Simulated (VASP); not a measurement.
Wanted: the native input for a VASP 6.6.1 run.

- Task: relaxation of shape and atoms at fixed volume
- Functional: PBE
- Potentials or basis: VASP PAW PBE potentials, release 64 (Hf_pv)
- Cutoff: 600 eV
- k mesh: 15 × 15 × 8
- Occupations: gaussian, width 0.1 eV
- Spin: no spin polarisation
- Dipole correction: no
- Further INCAR settings: ALGO = Normal; EDIFF = 1e-07; IBRION = 2; EDIFFG = -0.01; NSW = 50; ISIF = 4

The structure of Hf lies in POSCAR:

```
Hf
1.0
    3.1056347486      0.0000000000      0.0000000000
   -1.5528173743      2.6895585871      0.0000000000
    0.0000000000      0.0000000000      4.9108586485
Hf
2
Direct
    0.3333333333      0.6666666667      0.2500000000
    0.6666666667      0.3333333333      0.7500000000
```

This cell differs from its parent crystal: volume scaled by 0.91.

The input as run:

INCAR

```
ALGO = Normal
EDIFF = 1E-7
EDIFFG = -0.01
ENCUT = 600
GGA = PE
IBRION = 2
ISIF = 4
ISMEAR = 0
LASPH = T
LCHARG = F
LREAL = F
LWAVE = F
NELM = 100
NSW = 50
PREC = Accurate
SIGMA = 0.1
```

KPOINTS

```
k-points
0
Gamma
  15 15 8
```

Potentials or basis: VASP PAW PBE potentials, release 64 (Hf_pv).

Command:

```console
$ cat potpaw_PBE.64/Hf_pv/POTCAR > POTCAR
$ mpirun -np 1 vasp_std > vasp.out
```

Results of the run:

```json
{"Energy gained by relaxing": "0.0 meV/atom", "Ionic steps": "2", "Pressure after relaxing": "11.4 GPa", "Band gap on the k mesh": "zero (band 10 reaches 6.74 eV, above the bottom of band 11 at 5.11 eV)"}
```

Caveat: spin-orbit coupling is left out, which moves the levels of the heavy elements.

It took 49 s on 1 thread of Intel(R) Xeon(R) 6975P-C (Granite Rapids) (shared host), peak memory 0.24 GiB.
